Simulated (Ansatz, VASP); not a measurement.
Given: the input of a run of VASP 6.6.1 on Ge.

Contents of INCAR:

```
SYSTEM = Ge
PREC     = Accurate       ! precision mode
ENCUT    = 520            ! plane-wave cutoff, eV
EDIFF    = 1E-6           ! SCF threshold, eV
ISMEAR   = -1             ! smearing method
SIGMA    = 0.05           ! smearing width, eV
LREAL    = .False.        ! projectors in reciprocal space
LASPH    = .True.         ! aspherical terms in the spheres
NELM     = 100            ! most SCF steps
ALGO     = Normal         ! electronic algorithm
ISIF     = 2              ! what is computed and relaxed
LWAVE    = .False.        ! write WAVECAR
LCHARG   = .False.        ! write CHGCAR
GGA      = PE             ! functional
IVDW     = 12             ! dispersion correction
NBANDS   = 21             ! bands
```

File KPOINTS:

```
Automatic mesh
0
Gamma
  11 11 11
  0 0 0
```

Contents of POSCAR:

```
Ge
1.0
   -2.3917790477      2.5402795233      1.3770032779
    2.3917790477     -2.5402795233      1.3770032779
    2.3917790477      2.5402795233     -1.3770032779
Ge
2
Direct
    0.3140570000      0.0640570000      0.2500000000
    0.6859430000      0.9359430000      0.7500000000
```

Potentials or basis: VASP PAW PBE potentials, release 64 (Ge_d).

Command:

```bash
$ cat potpaw_PBE.64/Ge_d/POTCAR > POTCAR
$ mpirun -np 1 vasp_std > vasp.out
```

Set up the same calculation for Ansatz 0.2.0. Potentials there: all-electron LAPW, scalar-relativistic.

As run (the cutoff follows the program's own potentials):

Contents of input.yaml:

```yaml
crystal:
  lattice:
    - [-2.3917790477, 2.5402795233, 1.3770032779]
    - [2.3917790477, -2.5402795233, 1.3770032779]
    - [2.3917790477, 2.5402795233, -1.3770032779]
  atoms:
    - { symbol: Ge, position: [0.314057, 0.064057, 0.25] }
    - { symbol: Ge, position: [0.685943, 0.935943, 0.75] }
kpoints:
  mp_grid: { grid: [11, 11, 11] }
scf:
  occupations: { method: fermi_dirac, width: 0.05 }
hamiltonian:
  xc: pbe
  dispersion: d3bj
  pseudopotentials: { kind: all_electron, lapw: { basis_error: 0.001 } }
output:
  forces: true
  stress: true
  eigenvalues: true
```

Potentials or basis: all-electron LAPW, scalar-relativistic.

Launch:

```console
$ ansatz run input.yaml --threads 1 --pin off --max-ram 3072MiB --backend cpu --events-out ev --progress --plain --runs-dir out
```

Both were run:

|  | VASP | Ansatz | Ansatz less VASP |
| --- | --- | --- | --- |
| gap on the k mesh at the Fermi level (eV) | none | none | - |
| pressure (GPa) | 9.9 | 9.9 | +0.01 |
| traceless stress, the component that is largest in VASP (GPa) | 1.02 | 1.02 | -0.002 |
| rms of the force components (eV/Å) | 0.018 | 0.018 | 0.0000 |

Atom by atom the forces differ by 0.000 eV/Å (rms over components). A gap of «none» marks a metal or a gap that the smearing closes. Ansatz ran all-electron here, and VASP with PAW potentials.
